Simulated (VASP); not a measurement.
Runs of VASP 6.6.1 on Zr3S2. The structure is that of space group R32 (No. 155), or close to it. The cells are those of the table. 

```tsv
cell	gap on the mesh (eV)	pressure (GPa)	largest force (eV/Å)
a = 4.953 Å, angles 71.5°, 5 atoms	none	-5.3	0.05
a = 4.712 Å, angles 71.4°, 5 atoms	none	(b)	0.38
a = 4.943 Å, angles 75.9°, 5 atoms	none	-9.3	(c)
a = 4.585 Å, angles 73.7°, 5 atoms	none	25.6	0.55
a = 4.648 Å, angles 72.6°, 5 atoms	none	19.8	0.46
a = 4.702 Å, angles 76.0°, 5 atoms	none	7.4	0.10
a = 4.842 Å, angles 69.2°, 5 atoms	none	6.8	(a)
a = 4.776 Å, angles 70.3°, 5 atoms	none	10.6	0.29
a = 5.067 Å, angles 73.7°, 5 atoms	none	-12.8	0.27
a = 4.822 Å, angles 78.2°, 5 atoms	none	-4.1	0.20
```

Alike in all rows: task single point; level PBE; potentials or basis VASP PAW PBE potentials, release 64 (Zr_sv, S); no spin polarisation; k mesh 12 × 12 × 12; cutoff (eV) 520; smearing gaussian 0.15 eV.

Question: Fill in the values left out.

Answer: (a) 0.21; (b) 14.9; (c) 0.25.

A k mesh can miss the band edges, and the runs leave out spin-orbit coupling on Zr.

A gap of «none» marks levels without a gap at the run's occupations.
